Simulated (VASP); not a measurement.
# Cu (P6_3/mmc) in VASP: a series of runs

The runs below take Cu through single point, with PBEsol.

Everything below comes from runs of VASP 6.6.1. Logs are shortened: lines on timing, memory, paths and dates and some standing lists are left out, and cuts for length are marked.

**1. The cell of the first run**

Symmetry: P6_3/mmc, No. 194, hexagonal system. Conventional cell: a = 2.479 Å, b = 2.479 Å, c = 8.074 Å, α = 90.00°, β = 90.00°, γ = 120.00°. Cu (site symmetry -6m2) has 12 Cu at 2.47 to 2.48 Å within 3.3 Å. Cu (site symmetry -3m) has 12 Cu at 2.47 to 2.48 Å within 3.3 Å.

**2. Single point, PBEsol**

File INCAR:

```
SYSTEM = Cu
PREC = Accurate
ENCUT = 600
EDIFF = 1E-6
ISMEAR = -1
SIGMA = 0.05
LREAL = .FALSE.
LASPH = .TRUE.
NELM = 120
ALGO = Normal
ISIF = 2
LWAVE = .FALSE.
LCHARG = .TRUE.
GGA = PS
LELF = .TRUE.
LVHAR = .TRUE.
NBANDS = 30
GGA_COMPAT = .FALSE.
```

File KPOINTS:

```
regular mesh
0
G
  12 12 4
  0 0 0
```

File POSCAR:

```
Cu
1.0
    2.4794752007      0.0000000000      0.0000000000
   -1.2397376004      2.1472885118      0.0000000000
    0.0000000000      0.0000000000      8.0737098452
Cu
4
Direct
    0.6666666667      0.3333333333      0.7500000000
    0.0000000000      0.0000000000      0.5000000000
    0.3333333333      0.6666666667      0.2500000000
    0.0000000000      0.0000000000      0.0000000000
```

Potentials or basis: VASP PAW PBE potentials, release 64 (Cu).

Run with:

```
$ cat potpaw_PBE.64/Cu/POTCAR > POTCAR
$ mpirun -np 1 vasp_std > vasp.out
```

OUTCAR:

```text
SYSTEM = Cu
   PREC = Accurate
   ENCUT = 600
   EDIFF = 1E-6
   ISMEAR = -1
   LREAL = .FALSE.
   LASPH = .TRUE.
   NELM = 120
   ISIF = 2
   GGA = PS

 ion  position               nearest neighbor table
   1  0.667  0.333  0.750-   2 2.47   4 2.47   2 2.47   4 2.47   2 2.47   4 2.47
   2  0.000  0.000  0.500-   1 2.47   3 2.47   3 2.47   1 2.47   1 2.47   3 2.47
   3  0.333  0.667  0.250-   2 2.47   4 2.47   2 2.47   4 2.47   2 2.47   4 2.47
   4  0.000  0.000  0.000-   1 2.47   3 2.47   3 2.47   1 2.47   1 2.47   3 2.47

  LATTYP: Found a hexagonal cell.
 ALAT       =     2.4794752007
 C/A-ratio  =     3.2562172200

  Lattice vectors:

 A1 = (   2.4794752007,   0.0000000000,   0.0000000000)
 A2 = (  -1.2397376004,   2.1472885118,   0.0000000000)
 A3 = (   0.0000000000,   0.0000000000,   8.0737098452)

Analysis of symmetry for initial positions (statically):
=====================================================================
 Subroutine PRICEL returns:
 Original cell was already a primitive cell.

 Routine SETGRP: Setting up the symmetry group for a
 hexagonal supercell.

 Subroutine GETGRP returns: Found 24 space group operations
 (whereof 12 operations were pure point group operations)
 out of a pool of 24 trial point group operations.

The static configuration has the point symmetry D_3d.
 The point group associated with its full space group is D_6h.

Analysis of symmetry for dynamics (positions and initial velocities):
=====================================================================
 Subroutine PRICEL returns:
 Original cell was already a primitive cell.

 Routine SETGRP: Setting up the symmetry group for a
 hexagonal supercell.

 Subroutine GETGRP returns: Found 24 space group operations
 (whereof 12 operations were pure point group operations)
 out of a pool of 24 trial point group operations.

The dynamic configuration has the point symmetry D_3d.
 The point group associated with its full space group is D_6h.

 Subroutine INISYM returns: Found 24 space group operations
 (whereof 12 operations are pure point group operations),
 and found     1 'primitive' translations

----------------------------------------------------------------------------------------

                                     Primitive cell

  volume of cell :      42.9856

  direct lattice vectors                    reciprocal lattice vectors
     2.479475201  0.000000000  0.000000000     0.403311152  0.232851802  0.000000000
    -1.239737600  2.147288512  0.000000000     0.000000000  0.465703605  0.000000000
     0.000000000  0.000000000  8.073709845     0.000000000  0.000000000  0.123858798

  length of vectors
     2.479475201  2.479475201  8.073709845     0.465703605  0.465703605  0.123858798

  position of ions in fractional coordinates (direct lattice)
     0.666666667  0.333333333  0.750000000
     0.000000000  0.000000000  0.500000000
     0.333333333  0.666666667  0.250000000
     0.000000000  0.000000000  0.000000000

  ion indices of the primitive-cell ions
   primitive index   ion index
                 1           1
                 2           2
                 3           3
                 4           4

----------------------------------------------------------------------------------------

 KPOINTS: regular mesh

Automatic generation of k-mesh.
 Grid dimensions read from file:
 generate k-points for:   12   12    4

 Generating k-lattice:

  Cartesian coordinates                     Fractional coordinates (reciprocal lattice)
     0.033609263  0.019404317  0.000000000     0.083333333  0.000000000  0.000000000
     0.000000000  0.038808634  0.000000000     0.000000000  0.083333333  0.000000000
     0.000000000  0.000000000  0.030964700     0.000000000  0.000000000  0.250000000

  Length of vectors
     0.038808634  0.038808634  0.030964700

  Shift w.r.t. Gamma in fractional coordinates (k-lattice)
     0.000000000  0.000000000  0.000000000

 Subroutine IBZKPT returns following result:
 ===========================================

 Found     57 irreducible k-points:

 Following reciprocal coordinates:
            Coordinates               Weight
  0.000000  0.000000  0.000000      1.000000
  0.083333  0.000000  0.000000      6.000000
  0.166667  0.000000  0.000000      6.000000
  0.250000  0.000000  0.000000      6.000000
  0.333333  0.000000  0.000000      6.000000
  0.416667  0.000000  0.000000      6.000000
[... 16 lines left out ...]
  0.250000  0.000000  0.250000     12.000000
  0.333333  0.000000  0.250000     12.000000
 [... further k-points ...]
   k-points           NKPTS =     57   k-points in BZ     NKDIM =     57   number of bands    NBANDS=     30
   number of dos      NEDOS =    301   number of ions     NIONS =      4
   total plane-waves  NPLWV =  28000
   dimension x,y,z NGX =    20 NGY =   20 NGZ =   70
   dimension x,y,z NGXF=    40 NGYF=   40 NGZF=  140
   ions per type =               4
   NGX,Y,Z   is equivalent  to a cutoff of  13.41, 13.41, 14.41 a.u.
   NGXF,Y,Z  is equivalent  to a cutoff of  26.82, 26.82, 28.83 a.u.
 SYSTEM =  Cu
   PREC   = accura    normal or accurate (medium, high low for compatibility)
   ISTART =      0    job   : 0-new  1-cont  2-samecut
   ICHARG =      2    charge: 1-file 2-atom 10-const
   ISPIN  =      1    spin polarized calculation?
   LNONCOLLINEAR =      F non collinear calculations
   LSORBIT =      F    spin-orbit coupling
   LASPH  =      T    aspherical Exc in radial PAW
   ENCUT  =  600.0 eV  44.10 Ry    6.64 a.u.   4.95  4.95 16.13*2*pi/ulx,y,z
   NELM   =    120;   NELMIN=  2; NELMDL= -5     # of ELM steps
   EDIFF  = 0.1E-05   stopping-criterion for ELM
   LREAL  =      F    real-space projection
   EDIFFG = 0.1E-04   stopping-criterion for IOM
   NSW    =      0    number of steps for IOM
   IBRION =     -1    ionic relax: 0-MD 1-quasi-New 2-CG
   NFREE  =      0    steps in history (QN), initial steepest desc. (CG)
   ISIF   =      2    stress and relaxation
   ISYM   =      2    0-nonsym 1-usesym 2-fastsym
   POTIM  = 0.5000    time-step for ionic-motion
   TEBEG  =    0.0;   TEEND  =   0.0 temperature during run
   PSTRESS=    0.0 pullay stress
   NELECT =      44.0000    total number of electrons
   NUPDOWN=      -1.0000    fix difference up-down
   EMIN   =  10.00;   EMAX   =-10.00  energy-range for DOS
   EFERMI =   0.00;   METHOD = LEGACY
   ISMEAR =    -1;   SIGMA  =   0.05  broadening in eV -4-tet -1-fermi 0-gaus
   EFERMI_NEDOS =   21; number of points for ismear=-14 and -15
   IALGO  =     38    algorithm
   IMIX   =      4    mixing-type and parameters
     AMIX     =   0.40;   BMIX     =  1.00
     AMIX_MAG =   1.60;   BMIX_MAG =  1.00
  volume/ion in A,a.u.               =      10.75        72.52
  Fermi-wavevector in a.u.,A,eV,Ry     =   1.649876  3.117813 37.036291  2.722091
  Thomas-Fermi vector in A             =   2.738921
   LORBIT       =      0    0 simple, 1 ext, 2 COOP (PROOUT), +10 PAW based schemes
   GGA     = PS    functional components
   LHFCALC =     F    Hartree Fock is set to
   AEXX    =    0.0000 exact exchange contribution
   IVDW    =     0    specifies the selected vdW correction
   LEPSILON=     F    determine dielectric tensor
   LRPA    =     F    only Hartree local field effects (RPA)
 non-spin polarized calculation
  energy-cutoff  :      600.00
  volume of cell :       42.99
 maximum number of plane-waves:      1467
 NGX is ok and might be reduce to    20
   NGX =  9   NGY =  9   NGZ = 33

 number of electron      44.0000012 magnetization

 Free energy of the ion-electron system (eV)
  ---------------------------------------------------
  ext. energy  EPLUGINS =         0.00000000
  ---------------------------------------------------
  free energy    TOTEN  =       -17.13041976 eV

  energy without entropy =      -17.11765973  energy(sigma->0) =      -17.12403974

 E-fermi :   8.5447     XC(G=0): -13.4686

 val. band max:        8.5437569273   @ k =   0.1667   0.0833   0.5000
 cond. band min:       8.6036540365   @ k =   0.5000   0.0000   0.5000
 fundamental gap:      0.0598971091
 Fermi energy:         8.5447078631

 k-point     1 :       0.0000    0.0000    0.0000
  band No.  band energies     occupation
      1      -1.5085      2.00000
      2       0.7501      2.00000
      3       0.7663      2.00000
      4       2.9746      2.00000
      5       4.9991      2.00000
      6       4.9993      2.00000
[... 22 lines left out ...]
     29      31.2113      0.00000
     30      31.8833      0.00000

 k-point     2 :       0.0833    0.0000    0.0000
  band No.  band energies     occupation
      1      -1.2688      2.00000
      2       0.9621      2.00000
      3       0.9779      2.00000
      4       3.1183      2.00000
      5       4.8781      2.00000
      6       4.9391      2.00000
[... 22 lines left out ...]
     29      29.4692      0.00000
     30      29.5103      0.00000

 k-point     3 :       0.1667    0.0000    0.0000
  band No.  band energies     occupation
      1      -0.5674      2.00000
      2       1.5560      2.00000
      3       1.5704      2.00000
      4       3.4864      2.00000
      5       4.6610      2.00000
      6       4.7944      2.00000
[... 22 lines left out ...]
     29      25.7216      0.00000
     30      25.7735      0.00000

 k-point     4 :       0.2500    0.0000    0.0000
  band No.  band energies     occupation
      1       0.5276      2.00000
      2       2.3539      2.00000
      3       2.3655      2.00000
      4       3.8335      2.00000
      5       4.4880      2.00000
      6       4.5150      2.00000
[... 22 lines left out ...]
     29      23.5631      0.00000
     30      23.7570      0.00000

 k-point     5 :       0.3333    0.0000    0.0000
  band No.  band energies     occupation
      1       1.8288      2.00000
      2       2.9439      2.00000
      3       2.9692      2.00000
      4       3.8364      2.00000
      5       4.2166      2.00000
      6       4.3867      2.00000
[... 22 lines left out ...]
     29      23.7391      0.00000
     30      23.9407      0.00000
[... 526 lines left out ...]
     29      28.7968      0.00000
     30      29.8715      0.00000

 k-point    22 :       0.1667    0.0000    0.2500
  band No.  band energies     occupation
      1      -0.4220      2.00000
      2       0.6898      2.00000
      3       2.4795      2.00000
      4       3.4329      2.00000
      5       4.6402      2.00000
      6       4.8201      2.00000
[... 22 lines left out ...]
     29      25.8834      0.00000
     30      26.9489      0.00000

 k-point    23 :       0.2500    0.0000    0.2500
  band No.  band energies     occupation
      1       0.6578      2.00000
      2       1.6310      2.00000
      3       3.0849      2.00000
      4       3.8134      2.00000
      5       4.3975      2.00000
      6       4.4164      2.00000
[... 22 lines left out ...]
     29      23.1274      0.00000
     30      25.5118      0.00000

 k-point    24 :       0.3333    0.0000    0.2500
  band No.  band energies     occupation
      1       1.9198      2.00000
      2       2.5464      2.00000
      3       3.3369      2.00000
      4       3.8327      2.00000
      5       4.1078      2.00000
      6       4.2116      2.00000
[... 22 lines left out ...]
     29      21.9334      0.00000
     30      22.6936      0.00000

 [... further k-points ...]
[... 5 lines left out ...]
  --------------------------------------------------------------------------------------
  -------------------------------------------------------------------------------------
  Total        2.9951757      2.9951757      2.9843538     -0.0000000      0.0000000     -0.0000000
  in kB      111.6373652    111.6373652    111.2340082     -0.0000000      0.0000000     -0.0000000
  external PRESSURE =     111.5029129 kB  Pullay stress =       0.0000000 kB

 VOLUME and BASIS-vectors are now :
 -----------------------------------------------------------------------------
  energy-cutoff  :      600.00
  volume of cell :       42.99
      direct lattice vectors                 reciprocal lattice vectors
     2.479475201  0.000000000  0.000000000     0.403311152  0.232851802  0.000000000
    -1.239737600  2.147288512  0.000000000     0.000000000  0.465703605  0.000000000
     0.000000000  0.000000000  8.073709845     0.000000000  0.000000000  0.123858798

 POSITION                                       TOTAL-FORCE (eV/Angst)
 -----------------------------------------------------------------------------------
      1.23974      0.71576      6.05528         0.000000      0.000000     -0.000000
      0.00000      0.00000      4.03685         0.000000      0.000000     -0.000000
     -0.00000      1.43153      2.01843        -0.000000     -0.000000      0.000000
      0.00000      0.00000      0.00000         0.000000      0.000000     -0.000000
 -----------------------------------------------------------------------------------
    total drift:                                0.000000     -0.000000      0.000000

  FREE ENERGIE OF THE ION-ELECTRON SYSTEM (eV)
  ---------------------------------------------------
  free  energy   TOTEN  =       -17.1304197550 eV

  energy  without entropy=      -17.1176597280  energy(sigma->0) =      -17.12403974
```

Wall time 80 s (1 thread of AMD EPYC 9R45 (Zen 5), shared host); peak memory 0.17 GiB.

What came out:

```
Free energy            : -17.1304 eV
Pressure               : 11.2 GPa
Band gap on the k mesh : zero (band 22 reaches 12.13 eV, above the bottom of band 23 at 6.73 eV)
```

Caveat: the PAW data sets were made with another functional, which shifts forces and pressure a little.

**3. Single point, PBEsol**

This run uses another cell than the first one, of 11.01 Å³/atom, 1.025 times its volume.

File INCAR:

```
SYSTEM = Cu
PREC = Accurate
ENCUT = 600
EDIFF = 1E-6
ISMEAR = -1
SIGMA = 0.05
LREAL = .False.
LASPH = .True.
NELM = 120
ALGO = Normal
ISIF = 2
LWAVE = .False.
LCHARG = .True.
GGA = PS
LELF = .True.
LVHAR = .True.
NBANDS = 30
GGA_COMPAT = .False.
```

File KPOINTS:

```
Automatic mesh
0
Gamma
  12 12 4
  0 0 0
```

File POSCAR:

```
Cu
1.0
    2.4997632010      0.0000000000      0.0000000000
   -1.2498816005      2.1648584355      0.0000000000
    0.0000000000      0.0000000000      8.1408958584
Cu
4
Direct
    0.6666666667      0.3333333333      0.7500000000
    0.0000000000      0.0000000000      0.5000000000
    0.3333333333      0.6666666667      0.2500000000
    0.0000000000      0.0000000000      0.0000000000
```

Potentials or basis: VASP PAW PBE potentials, release 64 (Cu).

Run with:

```
$ cat potpaw_PBE.64/Cu/POTCAR > POTCAR
$ mpirun -np 1 vasp_std > vasp.out
```

It took 74 s on 1 thread of AMD EPYC 9R45 (Zen 5), shared host; peak memory 0.17 GiB.

Results (log left out):

```
Free energy            : -17.1856 eV
Pressure               : 5.8 GPa
Band gap on the k mesh : zero (band 22 reaches 11.75 eV, above the bottom of band 23 at 6.43 eV)
```

Stress tensor (GPa, compression positive):
```
5.85 0.00 0.00
0.00 5.85 0.00
0.00 0.00 5.76
```

Levels at points of the mesh, in eV from the Fermi level:
| k point | band 20 | band 21 | band 22 | band 23 | band 24 | band 25 |
| --- | --- | --- | --- | --- | --- | --- |
| (0.00, 0.00, 0.00) | -1.96 | -1.96 | -1.65 | -1.65 | -1.13 | 4.23 |
| (0.50, 0.00, 0.00) | -1.48 | -0.70 | 0.36 | 1.09 | 1.68 | 5.01 |
| (0.00, 0.00, 0.50) | -2.28 | -1.78 | -1.78 | -1.78 | -1.78 | 7.43 |
| (0.50, 0.00, 0.50) | -1.51 | 0.08 | 0.08 | 1.46 | 1.46 | 5.49 |

Caveat: the PAW data sets were made with another functional, which shifts forces and pressure a little.
